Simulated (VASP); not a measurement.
Write the native input for VASP 6.6.1 that does the following.

| Quantity | Value |
| --- | --- |
| Task | single point |
| Functional | PBE |
| Dispersion | D3(BJ) |
| Potentials or basis | VASP PAW PBE potentials, release 64 (C) |
| Cutoff | 520 eV |
| k mesh | 21 × 21 × 1 |
| Occupations | gaussian, width 0.1 eV |
| Spin | no spin polarisation |
| Dipole correction | yes |
| Further INCAR settings | ALGO = Normal; EDIFF = 1e-07; NBANDS = 11 |

The structure of C lies in POSCAR:

```
C
1.0
    2.5180000000      0.0000000000      0.0000000000
   -1.2590000000      2.1806519667      0.0000000000
    0.0000000000      0.0000000000     26.0024170307
C
2
Direct
    0.6666666667      0.3333333333      0.5192289817
    0.3333333333      0.6666666667      0.4807710183
```

These files were run (other wordings do the same):

INCAR

```
ALGO     = Normal         # electronic algorithm
DIPOL    = 0.5 0.5 0.500
EDIFF    = 1E-7           # SCF threshold, eV
ENCUT    = 520            # plane-wave cutoff, eV
GGA      = PE             # functional
IDIPOL   = 3            
ISIF     = 2              # what is computed and relaxed
ISMEAR   = 0              # smearing method
IVDW     = 12             # dispersion correction
LASPH    = True           # aspherical terms in the spheres
LCHARG   = False          # write CHGCAR
LDIPOL   = True         
LREAL    = False          # projectors in reciprocal space
LWAVE    = False          # write WAVECAR
NBANDS   = 11             # bands
NELM     = 80             # most SCF steps
PREC     = Accurate       # precision mode
SIGMA    = 0.1            # smearing width, eV
```

KPOINTS

```
k-points
0
Gamma
  21 21 1
```

Potentials or basis: VASP PAW PBE potentials, release 64 (C).

Run with:

```sh
$ cat potpaw_PBE.64/C/POTCAR > POTCAR
$ mpirun -np 1 vasp_std > vasp.out
```

It gave:

```yaml
Largest_force: 7.857 eV/Å
Band_gap_on_the_k_mesh: zero (band 4 reaches -2.67 eV, above the bottom of band 5 at -5.49 eV)
Dispersion_energy_per_atom: -0.087 eV
```

Run time: 51 s on 1 thread of Intel(R) Xeon(R) 6975P-C (Granite Rapids) (shared host), peak memory 0.28 GiB.
